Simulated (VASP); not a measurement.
# Cd (I4/mmm) in VASP: notebook

The runs below take Cd through single point, with PBE.

All numbers are computed with VASP 6.6.1; they aren't measurements. Logs are shortened: lines on timing, memory, paths and dates and some standing lists are left out, and cuts for length are marked.

### Step 1. The cell of the first run

It takes space group I4/mmm (No. 139, tetragonal). The conventional cell has a = 3.328 Å, b = 3.328 Å, c = 4.357 Å, α = 90.00°, β = 90.00°, γ = 90.00°. Within 4.4 Å of Cd (site symmetry 4/mmm) lie 14 Cd at 3.21 to 4.36 Å.

### Step 2. Single point, PBE (24.13 Å³/atom)

Input file INCAR:

```
ALGO = Fast ; EDIFF = 1E-7
ENCUT = 520 ; GGA = PE
ISIF = 2 ; ISMEAR = 0
LASPH = True ; LCHARG = False
LREAL = False ; LWAVE = False
NBANDS = 12 ; NELM = 80
PREC = Accurate ; SIGMA = 0.15
```

Input file KPOINTS:

```
k-points
0
Gamma
  18 18 18
```

Input file POSCAR:

```
Cd
1.0
    0.0000000000      2.3533129680      2.1784618145
    2.3533129680      0.0000000000      2.1784618145
    2.3533129680      2.3533129680      0.0000000000
Cd
1
Direct
    0.0000000000      0.0000000000      0.0000000000
```

Potentials or basis: VASP PAW PBE potentials, release 64 (Cd).

Started as:

```bash
$ cat potpaw_PBE.64/Cd/POTCAR > POTCAR
$ mpirun -np 1 vasp_std > vasp.out
```

OUTCAR:

```text
EDIFF = 1E-7
   ENCUT = 520
   GGA = PE
   ISIF = 2
   ISMEAR = 0
   LASPH = True
   LREAL = False
   NELM = 80
   PREC = Accurate

 ion  position               nearest neighbor table
   1  0.000  0.000  0.000-

  LATTYP: Found a body centered tetragonal cell.
 ALAT       =     3.3280871159
 C/A-ratio  =     1.3091374947

  Lattice vectors:

 A1 = (   0.0000000000,  -2.3533129680,  -2.1784618145)
 A2 = (   0.0000000000,   2.3533129680,  -2.1784618145)
 A3 = (   2.3533129680,   0.0000000000,   2.1784618145)

Analysis of symmetry for initial positions (statically):
=====================================================================
 Subroutine PRICEL returns:
 Original cell was already a primitive cell.

 Routine SETGRP: Setting up the symmetry group for a
 body centered tetragonal supercell.

 Subroutine GETGRP returns: Found 16 space group operations
 (whereof 16 operations were pure point group operations)
 out of a pool of 16 trial point group operations.

The static configuration has the point symmetry D_4h.

Analysis of symmetry for dynamics (positions and initial velocities):
=====================================================================
 Subroutine PRICEL returns:
 Original cell was already a primitive cell.

 Routine SETGRP: Setting up the symmetry group for a
 body centered tetragonal supercell.

 Subroutine GETGRP returns: Found 16 space group operations
 (whereof 16 operations were pure point group operations)
 out of a pool of 16 trial point group operations.

The dynamic configuration has the point symmetry D_4h.

 Subroutine INISYM returns: Found 16 space group operations
 (whereof 16 operations are pure point group operations),
 and found     1 'primitive' translations

----------------------------------------------------------------------------------------

                                     Primitive cell

  volume of cell :      24.1290

  direct lattice vectors                    reciprocal lattice vectors
     0.000000000  2.353312968  2.178461814    -0.212466428  0.212466428  0.229519745
     2.353312968  0.000000000  2.178461814     0.212466428 -0.212466428  0.229519745
     2.353312968  2.353312968  0.000000000     0.212466428  0.212466428 -0.229519745

  length of vectors
     3.206832986  3.206832986  3.328087116     0.378104852  0.378104852  0.378104852

  position of ions in fractional coordinates (direct lattice)
     0.000000000  0.000000000  0.000000000

  ion indices of the primitive-cell ions
   primitive index   ion index
                 1           1

[... 80 lines left out ...]
   TEBEG  =    0.0;   TEEND  =   0.0 temperature during run
   PSTRESS=    0.0 pullay stress
   NELECT =      12.0000    total number of electrons
   NUPDOWN=      -1.0000    fix difference up-down
   EMIN   =  10.00;   EMAX   =-10.00  energy-range for DOS
   EFERMI =   0.00;   METHOD = LEGACY
   ISMEAR =     0;   SIGMA  =   0.15  broadening in eV -4-tet -1-fermi 0-gaus
   EFERMI_NEDOS =   21; number of points for ismear=-14 and -15
   IALGO  =     68    algorithm
   IMIX   =      4    mixing-type and parameters
     AMIX     =   0.40;   BMIX     =  1.00
     AMIX_MAG =   1.60;   BMIX_MAG =  1.00
  volume/ion in A,a.u.               =      24.13       162.83
  Fermi-wavevector in a.u.,A,eV,Ry     =   1.297046  2.451062 22.889476  1.682329
  Thomas-Fermi vector in A             =   2.428464
   LORBIT       =      0    0 simple, 1 ext, 2 COOP (PROOUT), +10 PAW based schemes
   GGA     = PE    functional components
   LHFCALC =     F    Hartree Fock is set to
   AEXX    =    0.0000 exact exchange contribution
   IVDW    =     0    specifies the selected vdW correction
   LEPSILON=     F    determine dielectric tensor
   LRPA    =     F    only Hartree local field effects (RPA)
 non-spin polarized calculation
 RMM-DIIS sequential band-by-band and
 Gauss-broadening in eV      SIGMA  =   0.15
  energy-cutoff  :      520.00
  volume of cell :       24.13
 maximum number of plane-waves:       672
   NGX = 11   NGY = 11   NGZ = 13

 number of electron      12.0000000 magnetization

 Free energy of the ion-electron system (eV)
  ---------------------------------------------------
  ext. energy  EPLUGINS =         0.00000000
  ---------------------------------------------------
  free energy    TOTEN  =        -0.72952717 eV

  energy without entropy =       -0.72546204  energy(sigma->0) =       -0.72749460

 E-fermi :   2.1510     XC(G=0): -10.4657

 val. band max:        2.1329387751   @ k =  -0.3889   0.4444   0.1667
 cond. band min:       2.1514695605   @ k =  -0.4444   0.0000   0.2222
 fundamental gap:      0.0185307853
 Fermi energy:         2.1510473671

 k-point     1 :       0.0000    0.0000    0.0000
  band No.  band energies     occupation
      1      -6.8020      2.00000
      2      -6.8020      2.00000
      3      -6.6116      2.00000
      4      -6.4744      2.00000
      5      -6.3003      2.00000
      6      -5.9236      2.00000
      7      15.7561      0.00000
      8      16.0806      0.00000
      9      16.1981      0.00000
     10      16.1981      0.00000
     11      19.3053      0.00000
     12      19.4679      0.00000
[... 331 lines left out ...]
 k-point    24 :      -0.2222    0.0556    0.0000
  band No.  band energies     occupation
      1      -6.8913      2.00000
      2      -6.7203      2.00000
      3      -6.5780      2.00000
      4      -6.4053      2.00000
      5      -6.2828      2.00000
      6      -4.4153      2.00000
      7       8.5158      0.00000
      8      13.7538      0.00000
      9      15.2962      0.00000
     10      15.6902      0.00000
     11      17.8374      0.00000
     12      17.8527      0.00000

 [... further k-points ...]

------------------------ aborting loop because EDIFF is reached ----------------------------------------

  FORCE on cell =-STRESS in cart. coord.  units (eV):
  Direction    XX          YY          ZZ          XY          YZ          ZX
  --------------------------------------------------------------------------------------
  -------------------------------------------------------------------------------------
  Total       -0.3194199     -0.3194199     -0.1180843      0.0000000      0.0000000     -0.0000000
  in kB      -21.2096398    -21.2096398     -7.8408581      0.0000000      0.0000000     -0.0000000
  external PRESSURE =     -16.7533792 kB  Pullay stress =       0.0000000 kB

 VOLUME and BASIS-vectors are now :
 -----------------------------------------------------------------------------
  energy-cutoff  :      520.00
  volume of cell :       24.13
      direct lattice vectors                 reciprocal lattice vectors
     0.000000000  2.353312968  2.178461814    -0.212466428  0.212466428  0.229519745
     2.353312968  0.000000000  2.178461814     0.212466428 -0.212466428  0.229519745
     2.353312968  2.353312968  0.000000000     0.212466428  0.212466428 -0.229519745

 POSITION                                       TOTAL-FORCE (eV/Angst)
 -----------------------------------------------------------------------------------
      0.00000      0.00000      0.00000         0.000000      0.000000      0.000000
 -----------------------------------------------------------------------------------
    total drift:                               -0.000000     -0.000000      0.000000

  FREE ENERGIE OF THE ION-ELECTRON SYSTEM (eV)
  ---------------------------------------------------
  free  energy   TOTEN  =        -0.7295271661 eV

  energy  without entropy=       -0.7254620366  energy(sigma->0) =       -0.72749460
```

Wall time 4.3 min (1 thread of Intel Xeon 8259CL, shared host); peak memory 0.25 GiB.

Results:

```
Free energy            : -0.7295 eV
Pressure               : -1.7 GPa
Band gap on the k mesh : zero (bands 6 and 7 overlap by 3.21 eV)
```

Levels at points of the mesh, in eV from the Fermi level:
```tsv
k point	band 3	band 4	band 5	band 6	band 7	band 8	band 9	band 10
(0.00, 0.00, 0.00)	-8.76	-8.63	-8.45	-8.07	13.61	13.93	14.05	14.05
(0.50, 0.00, 0.00)	-8.80	-8.27	-8.19	-1.93	-1.44	10.88	11.57	13.68
(0.50, 0.50, 0.00)	-8.24	-8.14	-8.14	0.12	2.05	5.70	5.70	9.43
(0.50, 0.00, 0.50)	-8.26	-8.22	-8.10	-0.85	0.54	6.74	7.03	10.77
```

### Step 3. Single point, PBE (24.13 Å³/atom)

Input file INCAR:

```
PREC = Accurate ; ENCUT = 520
EDIFF = 1E-6 ; ISMEAR = 0
SIGMA = 0.15 ; LREAL = F
LASPH = T ; NELM = 100
ALGO = Normal ; ISIF = 2
LWAVE = F ; LCHARG = T
GGA = PE ; LELF = T
LVHAR = T ; NBANDS = 12
```

Input file KPOINTS:

```
Automatic mesh
0
Gamma
  18 18 18
```

Input file POSCAR:

```
Cd
1.0
    0.0000000000      2.4776628404      1.9652821650
    2.4776628404      0.0000000000      1.9652821650
    2.4776628404      2.4776628404      0.0000000000
Cd
1
Direct
    0.0000000000      0.0000000000      0.0000000000
```

Potentials or basis: VASP PAW PBE potentials, release 64 (Cd).

Started as:

```bash
$ cat potpaw_PBE.64/Cd/POTCAR > POTCAR
$ mpirun -np 1 vasp_std > vasp.out
```

It took 3.9 min on 1 thread of Intel Xeon 8259CL, shared host; peak memory 0.25 GiB.

It converged, with:

```yaml
Free_energy: -0.7014 eV
Pressure: -1.1 GPa
Band_gap_on_the_k_mesh: zero (bands 6 and 7 overlap by 3.56 eV)
```

Stress tensor (GPa, compression positive):
```
-1.62  0.00  0.00
 0.00 -1.62  0.00
 0.00  0.00  0.04
```

Levels at points of the mesh, in eV from the Fermi level:
| k point | band 3 | band 4 | band 5 | band 6 | band 7 | band 8 | band 9 | band 10 |
| --- | --- | --- | --- | --- | --- | --- | --- | --- |
| (0.00, 0.00, 0.00) | -8.86 | -8.58 | -8.42 | -8.11 | 14.19 | 14.30 | 14.46 | 14.46 |
| (0.50, 0.00, 0.00) | -8.64 | -8.40 | -8.14 | -1.87 | -1.31 | 9.55 | 10.42 | 13.64 |
| (0.50, 0.50, 0.00) | -8.24 | -8.18 | -8.18 | 1.78 | 4.09 | 4.29 | 4.29 | 7.88 |
| (0.50, 0.00, 0.50) | -8.37 | -8.37 | -8.10 | -1.41 | -0.41 | 7.69 | 8.39 | 11.84 |
